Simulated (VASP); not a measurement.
A run of VASP 6.6.1 is set up as follows.

INCAR

```
SYSTEM = HgTe
PREC = Accurate ; ENCUT = 520
EDIFF = 1E-6 ; ISMEAR = -1
SIGMA = 0.02 ; LREAL = .FALSE.
LASPH = .TRUE. ; NELM = 100
ALGO = Normal ; ISIF = 2
LWAVE = .FALSE. ; LCHARG = .FALSE.
GGA = PE ; NBANDS = 16
```

Contents of KPOINTS:

```
Automatic mesh
0
G
  6 6 6
  0 0 0
```

The input POSCAR:

```
HgTe
1.0
    0.0000000000      3.2227555006      3.2891972858
    3.2891972858      0.0000000000      3.2891972858
    3.2891972858      3.2227555006      0.0000000000
Hg Te
1 1
Direct
    0.0000000000      0.0000000000      0.0000000000
    0.2500000000      0.2500000000      0.2500000000
```

Potentials or basis: VASP PAW PBE potentials, release 64 (Hg, Te).

Run with:

```bash
$ cat potpaw_PBE.64/Hg/POTCAR potpaw_PBE.64/Te/POTCAR > POTCAR
$ mpirun -np 1 vasp_std > vasp.out
```

(1) What does it give for the band gap on the k mesh?

(2) Estimate the pressure.

## Answers

(1) 0.06 eV.

(2) 2.2 GPa.

Caveat: the cell differs from its parent crystal (uniaxial y strain -2.0%); spin-orbit coupling is left out, which moves the levels of the heavy elements.
